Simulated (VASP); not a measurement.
A run of VASP 6.6.1 is set up as follows.

The input INCAR:

```
SYSTEM = SiC
PREC = Accurate ; ENCUT = 520
EDIFF = 1E-6 ; ISMEAR = -1
SIGMA = 0.05 ; LREAL = .FALSE.
LASPH = .TRUE. ; NELM = 100
ALGO = Normal ; ISIF = 2
LWAVE = .FALSE. ; LCHARG = .FALSE.
GGA = PS ; IVDW = 13
NBANDS = 36
```

KPOINTS

```
Automatic mesh
0
G
  10 10 2
  0 0 0
```

File POSCAR:

```
SiC
1.0
    3.0742275620      0.0000000000      0.0000000000
   -1.5371137810      2.6623591657      0.0000000000
    0.0000000000      0.0000000000     15.0681848517
Si C
6 6
Direct
    0.6666666667      0.3333333333      0.4583000000
    0.3333333333      0.6666666667      0.9583000000
    0.6666666667      0.3333333333      0.7917000000
    0.3333333333      0.6666666667      0.2917000000
    0.0000000000      0.0000000000      0.6250000000
    0.0000000000      0.0000000000      0.1250000000
    0.6666666667      0.3333333333      0.3333000000
    0.3333333333      0.6666666667      0.8333000000
    0.6666666667      0.3333333333      0.6667000000
    0.3333333333      0.6666666667      0.1667000000
    0.0000000000      0.0000000000      0.5000000000
    0.0000000000      0.0000000000      0.0000000000
```

Potentials or basis: VASP PAW PBE potentials, release 64 (Si, C).

The run is started by

```console
$ cat potpaw_PBE.64/Si/POTCAR potpaw_PBE.64/C/POTCAR > POTCAR
$ mpirun -np 1 vasp_std > vasp.out
```

**Question.** What does it give for the band gap on the k mesh?

**Answer.** 1.90 eV (least direct gap 3.01 eV).

**Question.** What does it give for the largest force?

**Answer.** 0.147 eV/Å.

Forces in eV/Å, atoms in the order of the input:
```
Si   0.000  0.000  0.058
Si   0.000  0.000  0.058
Si   0.000  0.000  0.027
Si   0.000  0.000  0.027
Si   0.000  0.000  0.045
Si   0.000  0.000  0.045
C    0.000  0.000 -0.015
C    0.000  0.000 -0.015
C    0.000  0.000  0.032
C    0.000  0.000  0.032
C    0.000  0.000 -0.147
C    0.000  0.000 -0.147
```

Caveat: the PAW data sets were made with another functional, which shifts forces and pressure a little. A hybrid or GW would open this gap; PBEsol tends to underestimate it.
